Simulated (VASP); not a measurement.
Here is a VASP 6.6.1 calculation.

The input INCAR:

```
SYSTEM = Si
PREC = Accurate ; ENCUT = 600
EDIFF = 1E-6 ; ISMEAR = 0
SIGMA = 0.1 ; LREAL = .FALSE.
LASPH = .TRUE. ; NELM = 100
ALGO = Normal ; ISIF = 3
LWAVE = .FALSE. ; LCHARG = .FALSE.
GGA = PE ; IBRION = 2
NSW = 90 ; EDIFFG = -0.04
```

KPOINTS

```
Automatic mesh
0
G
  3 3 4
  0 0 0
```

The input POSCAR:

```
Si
1.0
    6.7271631000      0.0000000000      0.0000000000
   -3.3635815500      5.8258941400      0.0000000000
    0.0000000000      0.0000000000      4.0776202900
Si
9
Direct
    0.2461255800      0.9896976400      0.8527552900
    0.0103023600      0.2564279400      0.5194219600
    0.7435720600      0.7538744200      0.1860886200
    0.0103023600      0.7538744200      0.4805780400
    0.7435720600      0.9896976400      0.8139113800
    0.2461255800      0.2564279400      0.1472447100
    0.2520749900      0.7479250100      0.1666666700
    0.2520749900      0.5041499700      0.8333333300
    0.4958500300      0.7479250100      0.5000000000
```

Potentials or basis: VASP PAW PBE potentials, release 64 (Si).

Launch:

```sh
$ cat potpaw_PBE.64/Si/POTCAR > POTCAR
$ mpirun -np 1 vasp_std > vasp.out
```

Predict the relaxed cell.

a = 7.732 Å, b = 7.732 Å, c = 4.005 Å, α = 90.00°, β = 90.00°, γ = 120.00°.

What does it give for the relaxed volume?

23.04 Å³/atom.

What does it give for the space group after relaxing (to 0.1 Å)?

P3_212 (No. 153).

What does it give for the band gap on the k mesh?

Zero (bands 18 and 19 overlap by 0.47 eV).

The path:
```
step  energy change (eV)  largest force (eV/Å)  pressure (GPa)  volume (Å³)
   1              0.0000                2.7177           34.10       159.81
   2             -2.1557                1.0884           -9.05       264.10
   3             -4.4894                1.1032           -0.10       208.59
   4             -4.4921                1.0971            0.25       207.53
   5             -4.4922                1.0900            0.60       206.50
   6             -4.7081                0.1410           -0.34       209.86
   7             -4.7233                0.5217           -0.56       210.97
   8             -4.8566                0.3124           -0.33       209.95
   9             -4.9537                0.2848            0.08       207.69
  10             -4.9544                0.2821            0.03       207.92
  11             -4.9759                0.1551           -0.09       208.02
  12             -4.9817                0.1949           -0.18       208.11
  13             -4.9885                0.0549            0.31       207.07
  14             -4.9895                0.0247            0.18       207.34
```

Caveat: the k points lie up to 0.39 Å⁻¹ apart in the final cell; the volume moved by over 15 % at a fixed basis, so the end points are rough; semilocal functionals underestimate gaps, so a narrow gap can read as zero.
